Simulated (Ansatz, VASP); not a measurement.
**Two plane-wave programs on RbNa3Te2**

```
Rb Na Te
1.0
     7.52418    0.00000    0.00000
    -3.76209    6.51613    0.00000
     0.00000    0.00000    4.56533
Rb Na Te
1 3 2
Direct
  0.00000 0.00000 0.00000
  0.50000 0.00000 0.50000
  0.50000 0.50000 0.50000
  0.00000 0.50000 0.50000
  0.66667 0.33333 0.00000
  0.33333 0.66667 0.00000
```

Change from the starting cell: species swapped into the CeAl3Pd2 type (P6/mmm, No. 191).

Alike in both runs: functional PBE; k mesh 6 × 6 × 8; occupations gaussian, width 0.1 eV; no spin polarisation.

Ansatz relaxed the structure, and its values are those at the end. VASP's run is a single point on that final structure, the one shown.

```csv
,VASP,Ansatz
version,VASP 6.6.1,Ansatz 0.2.0
potentials or method,"VASP PAW PBE potentials, release 64 (Rb_sv, Na_pv, Te), cutoff 520 eV","scalar-relativistic, plane waves, PAW"
valence electrons in the cell,42,68
```

```csv
,VASP,Ansatz,Ansatz less VASP
gap on the k mesh at the Fermi level (eV),none,none,-
pressure (GPa),0.0,0.0,-0.02
```

A gap of «none» marks a metal or a gap that the smearing closes. With one functional, cell and mesh, what is left measures potentials, basis and numerics. VASP's potentials hold 42 valence electrons a cell and Ansatz's 68, so a difference there can come from the potentials and not from the codes.

Spin-orbit coupling is off throughout.
